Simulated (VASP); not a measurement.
A run of VASP 6.6.1 is set up as follows.

File POSCAR:

```
CsH
1.0
    0.0000000000      3.1880000000      3.1880000000
    3.1880000000      0.0000000000      3.1880000000
    3.1880000000      3.1880000000      0.0000000000
Cs H
1 1
Direct
    0.0117628607     -0.0117628607      0.0117628607
    0.5000000000      0.5000000000      0.5000000000
```

File INCAR.step1:

```
SYSTEM = CsH
PREC = Accurate
ENCUT = 520
ISMEAR = 0
SIGMA = 0.05
LREAL = .FALSE.
LASPH = .TRUE.
NELM = 60
NBANDS = 12
GGA = PE
ALGO = Normal
EDIFF = 1E-4
LWAVE = .TRUE.
LCHARG = .FALSE.
```

Contents of INCAR.step2:

```
SYSTEM = CsH
PREC = Accurate
ENCUT = 520
EDIFF = 1E-6
ISMEAR = 0
SIGMA = 0.05
LREAL = .FALSE.
LASPH = .TRUE.
NELM = 60
ALGO = Normal
ISIF = 2
LWAVE = .FALSE.
LCHARG = .TRUE.
METAGGA = R2SCAN
LMIXTAU = .TRUE.
LELF = .TRUE.
LVHAR = .TRUE.
NBANDS = 12
ISTART = 1
```

The input KPOINTS:

```
Automatic mesh
0
G
  6 6 6
  0 0 0
```

Potentials or basis: VASP PAW PBE potentials, release 64 (Cs_sv, H).

The run is started by

```sh
$ cat potpaw_PBE.64/Cs_sv/POTCAR potpaw_PBE.64/H/POTCAR > POTCAR
$ cp INCAR.step1 INCAR
$ mpirun -np 1 vasp_std > vasp.out
$ cp INCAR.step2 INCAR
$ mpirun -np 1 vasp_std > vasp.out
```

(1) What does it give for the band gap on the k mesh?

(2) What does it give for the largest force?

(3) What does it give for the pressure?

Results:

(1) 2.67 eV, direct.

(2) 0.046 eV/Å.

(3) 0.1 GPa.

Caveat: the cell differs from its parent crystal (all Cs atoms moved +0.075 Å, as atom 1 along Cartesian [0 1 0]); the PAW data sets were made with another functional, which shifts forces and pressure a little; spin-orbit coupling is left out, which moves the levels of the heavy elements.
